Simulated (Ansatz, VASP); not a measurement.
# Al3As2N: VASP beside Ansatz

```
CELL_PARAMETERS angstrom
3.71672 0.00000 0.00000
-1.85836 3.21878 0.00000
0.00000 0.00000 9.19723
ATOMIC_POSITIONS crystal
N 0.00000 0.00000 0.99598
As 0.33333 0.66667 0.31265
As 0.66667 0.33333 0.68224
Al 0.33333 0.66667 0.04958
Al 0.66667 0.33333 0.41843
Al 0.00000 0.00000 0.79113
```

Alike in both runs: task single point; functional PBE; k mesh 12 × 12 × 4; occupations fermi-dirac, width 0.02 eV; non-collinear spin, spin-orbit coupling.

```csv
,VASP,Ansatz
version,VASP 6.6.1,Ansatz 0.2.0
potentials or method,"VASP PAW PBE potentials, release 64 (N, As, Al)","plane waves, PAW"
plane-wave cutoff (eV),520,420
valence electrons in the cell,24,44
```

```csv
,VASP,Ansatz,Ansatz less VASP
pressure (GPa),2.6,2.4,-0.21
"traceless stress, the component that is largest in VASP (GPa)",0.48,0.46,-0.014
rms of the force components (eV/Å),0.093,0.087,-0.0057
net moment per atom (μB),0.00,0.00,0.000
```

Atom by atom the forces differ by 0.009 eV/Å (rms over components). The functional is the same, so the differences come from potentials, cutoffs and numerics. VASP's potentials hold 24 valence electrons a cell and Ansatz's 44, so a difference there can come from the potentials and not from the codes.
